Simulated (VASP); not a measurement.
# TlPdCl3 (Pm-3m) in VASP: density of states with LDA

Aim: the density of states of TlPdCl3 with LDA.

All numbers are computed with VASP 6.6.1; they aren't measurements. Logs are shortened: lines on timing, memory, paths and dates and some standing lists are left out, and cuts for length are marked.

### 1 The cell of the first run

It takes space group Pm-3m (No. 221, cubic). Conventional cell: a = 4.976 Å, b = 4.976 Å, c = 4.976 Å, α = 90.00°, β = 90.00°, γ = 90.00°. Tl (site symmetry m-3m) has 12 Cl at 3.52 Å and 8 Pd at 4.31 Å within 4.6 Å. Within 3.3 Å of Pd (site symmetry m-3m) lie 6 Cl at 2.49 Å. Cl (site symmetry 4/mmm) has 2 Pd at 2.49 Å within 3.3 Å.

### 2 Density of states, LDA

POSCAR

```
TlPdCl3
1.0
    4.9761169154      0.0000000000      0.0000000000
    0.0000000000      4.9761169154      0.0000000000
    0.0000000000      0.0000000000      4.9761169154
Tl Pd Cl
1 1 3
Direct
    0.5000000000      0.5000000000      0.5000000000
    0.0000000000      0.0000000000      0.0000000000
    0.5000000000      0.0000000000      0.0000000000
    0.0000000000      0.5000000000      0.0000000000
    0.0000000000      0.0000000000      0.5000000000
```

INCAR.step1

```
ALGO = Normal
EDIFF = 1E-6
ENCUT = 520
ISIF = 2
ISMEAR = 0
LASPH = T
LCHARG = T
LMAXMIX = 4
LREAL = F
LWAVE = F
NBANDS = 30
NELM = 60
PREC = Accurate
SIGMA = 0.1
```

KPOINTS.step1

```
k-points
0
Gamma
  8 8 8
```

INCAR.step2

```
ALGO = Normal
EDIFF = 1E-6
ENCUT = 520
ICHARG = 11
ISIF = 2
ISMEAR = -5
LASPH = T
LCHARG = F
LMAXMIX = 4
LORBIT = 10
LREAL = F
LWAVE = F
NEDOS = 2001
NELM = 60
PREC = Accurate
SIGMA = 0.1
```

KPOINTS.step2

```
k-points
0
Gamma
  12 12 12
```

Potentials or basis: VASP PAW LDA potentials, release 64 (Tl_d, Pd, Cl).

Command:

```
$ cat potpaw_LDA.64/Tl_d/POTCAR potpaw_LDA.64/Pd/POTCAR potpaw_LDA.64/Cl/POTCAR > POTCAR
$ cp INCAR.step1 INCAR
$ cp KPOINTS.step1 KPOINTS
$ mpirun -np 1 vasp_std > vasp.out
$ cp INCAR.step2 INCAR
$ cp KPOINTS.step2 KPOINTS
$ mpirun -np 1 vasp_std > vasp.out
```

OUTCAR:

```text
EDIFF = 1E-6
   ENCUT = 520
   ICHARG = 11
   ISIF = 2
   ISMEAR = -5
   LASPH = T
   LORBIT = 10
   LREAL = F
   NELM = 60
   PREC = Accurate

 ion  position               nearest neighbor table
   1  0.500  0.500  0.500-
   2  0.000  0.000  0.000-   3 2.49   4 2.49   5 2.49   5 2.49   4 2.49   3 2.49
   3  0.500  0.000  0.000-   2 2.49   2 2.49
   4  0.000  0.500  0.000-   2 2.49   2 2.49
   5  0.000  0.000  0.500-   2 2.49   2 2.49

  LATTYP: Found a simple cubic cell.
 ALAT       =     4.9761169154

  Lattice vectors:

 A1 = (   4.9761169154,   0.0000000000,   0.0000000000)
 A2 = (   0.0000000000,   4.9761169154,   0.0000000000)
 A3 = (   0.0000000000,   0.0000000000,   4.9761169154)

Analysis of symmetry for initial positions (statically):
=====================================================================
 Subroutine PRICEL returns:
 Original cell was already a primitive cell.

 Routine SETGRP: Setting up the symmetry group for a
 simple cubic supercell.

 Subroutine GETGRP returns: Found 48 space group operations
 (whereof 48 operations were pure point group operations)
 out of a pool of 48 trial point group operations.

The static configuration has the point symmetry O_h .

Analysis of symmetry for dynamics (positions and initial velocities):
=====================================================================
 Subroutine PRICEL returns:
 Original cell was already a primitive cell.

 Routine SETGRP: Setting up the symmetry group for a
 simple cubic supercell.

 Subroutine GETGRP returns: Found 48 space group operations
 (whereof 48 operations were pure point group operations)
 out of a pool of 48 trial point group operations.

The dynamic configuration has the point symmetry O_h .

 Subroutine INISYM returns: Found 48 space group operations
 (whereof 48 operations are pure point group operations),
 and found     1 'primitive' translations

----------------------------------------------------------------------------------------

                                     Primitive cell

  volume of cell :     123.2173

  direct lattice vectors                    reciprocal lattice vectors
     4.976116915  0.000000000  0.000000000     0.200959908  0.000000000  0.000000000
     0.000000000  4.976116915  0.000000000     0.000000000  0.200959908  0.000000000
[... 98 lines left out ...]
   NFREE  =      0    steps in history (QN), initial steepest desc. (CG)
   ISIF   =      2    stress and relaxation
   ISYM   =      2    0-nonsym 1-usesym 2-fastsym
   POTIM  = 0.5000    time-step for ionic-motion
   TEBEG  =    0.0;   TEEND  =   0.0 temperature during run
   PSTRESS=    0.0 pullay stress
   NELECT =      44.0000    total number of electrons
   NUPDOWN=      -1.0000    fix difference up-down
   EMIN   =  10.00;   EMAX   =-10.00  energy-range for DOS
   EFERMI =   0.00;   METHOD = LEGACY
   ISMEAR =    -5;   SIGMA  =   0.10  broadening in eV -4-tet -1-fermi 0-gaus
   EFERMI_NEDOS =   21; number of points for ismear=-14 and -15
   IALGO  =     38    algorithm
   IMIX   =      4    mixing-type and parameters
     AMIX     =   0.40;   BMIX     =  1.00
     AMIX_MAG =   1.60;   BMIX_MAG =  1.00
  volume/ion in A,a.u.               =      24.64       166.30
  Fermi-wavevector in a.u.,A,eV,Ry     =   1.161453  2.194829 18.353908  1.348974
  Thomas-Fermi vector in A             =   2.298025
   LORBIT       =     10    0 simple, 1 ext, 2 COOP (PROOUT), +10 PAW based schemes
   GGA     = CA    functional components
   LHFCALC =     F    Hartree Fock is set to
   AEXX    =    0.0000 exact exchange contribution
   IVDW    =     0    specifies the selected vdW correction
   LEPSILON=     F    determine dielectric tensor
   LRPA    =     F    only Hartree local field effects (RPA)
 non-spin polarized calculation
 Fermi weights with tetrahedron method with Bloechl corrections
  energy-cutoff  :      520.00
  volume of cell :      123.22
 maximum number of plane-waves:      3362
 NGX is ok and might be reduce to    40

 number of electron      43.9999994 magnetization

 Free energy of the ion-electron system (eV)
  ---------------------------------------------------
  ext. energy  EPLUGINS =         0.00000000
  ---------------------------------------------------
  free energy    TOTEN  =       -19.41710726 eV

  energy without entropy =      -19.41710726  energy(sigma->0) =      -19.41710726

 E-fermi :   2.8117     XC(G=0):  -9.7460

 val. band max:        2.7655825611   @ k =   0.2500   0.1667   0.1667
 cond. band min:       2.8057255242   @ k =   0.4167   0.0833   0.0833
 fundamental gap:      0.0401429631
 Fermi energy:         2.8116514114

 k-point     1 :       0.0000    0.0000    0.0000
  band No.  band energies     occupation
      1     -12.2088      2.00000
      2     -11.4194      2.00000
      3     -11.4194      2.00000
      4      -7.1889      2.00000
      5      -7.1889      2.00000
      6      -7.1875      2.00000
[... 685 lines left out ...]
     25       6.8238      0.00000
     26       7.0682      0.00000

 [... further k-points ...]
[... 5 lines left out ...]
  --------------------------------------------------------------------------------------
  -------------------------------------------------------------------------------------
  Total       -4.3047668     -4.3047668     -4.3047668      0.0000000     -0.0000000      0.0000000
  in kB      -55.9742766    -55.9742766    -55.9742766      0.0000000     -0.0000000      0.0000000
  external PRESSURE =     -55.9742766 kB  Pullay stress =       0.0000000 kB

 VOLUME and BASIS-vectors are now :
 -----------------------------------------------------------------------------
  energy-cutoff  :      520.00
  volume of cell :      123.22
      direct lattice vectors                 reciprocal lattice vectors
     4.976116915  0.000000000  0.000000000     0.200959908  0.000000000  0.000000000
     0.000000000  4.976116915  0.000000000     0.000000000  0.200959908  0.000000000
     0.000000000  0.000000000  4.976116915     0.000000000  0.000000000  0.200959908

 POSITION                                       TOTAL-FORCE (eV/Angst)
 -----------------------------------------------------------------------------------
      2.48806      2.48806      2.48806         0.000000      0.000000      0.000000
      0.00000      0.00000      0.00000         0.000000      0.000000      0.000000
      2.48806      0.00000      0.00000         0.000000      0.000000      0.000000
      0.00000      2.48806      0.00000         0.000000      0.000000      0.000000
      0.00000      0.00000      2.48806         0.000000      0.000000      0.000000
 -----------------------------------------------------------------------------------
    total drift:                                0.000000      0.000000     -0.000000

  FREE ENERGIE OF THE ION-ELECTRON SYSTEM (eV)
  ---------------------------------------------------
  free  energy   TOTEN  =       -19.4171072555 eV

  energy  without entropy=      -19.4171072555  energy(sigma->0) =      -19.41710726

 total charge

# of ion       s       p       d       tot
------------------------------------------
    1        1.309   0.083   9.660  11.053
    2        0.342   0.387   8.450   9.179
    3        1.601   3.433   0.000   5.034
    4        1.601   3.433   0.000   5.034
    5        1.601   3.433   0.000   5.034
--------------------------------------------------
tot          6.454  10.768  18.110  35.333
```

Run time: 2.1 min. Hardware: 1 thread of Intel Xeon Platinum 8559C (Emerald Rapids), shared host; peak memory 0.38 GiB.

What came out:

- Valence electrons inside the program's atomic spheres: Tl 11.05; Pd 9.18; Cl 5.03

Levels at points of the mesh, in eV from the Fermi level:
```
           k point  band 18  band 19  band 20  band 21  band 22  band 23  band 24  band 25  band 26
(0.00, 0.00, 0.00)    -2.04    -1.90    -1.90    -1.90    -1.79    -1.79     3.42     5.54     5.54
(0.50, 0.00, 0.00)    -1.86    -1.79    -1.37    -0.89    -0.89    -0.22     2.83     4.63     4.63
(0.50, 0.50, 0.00)    -1.26    -1.16    -0.83    -0.83    -0.49     1.94     3.77     4.13     4.13
(0.50, 0.50, 0.50)    -1.27    -0.93    -0.93    -0.93     1.95     1.95     5.25     5.25     5.25
```

Caveat: spin-orbit coupling is left out, which moves the levels of the heavy elements; tetrahedron occupations give inexact forces and stress in metals.
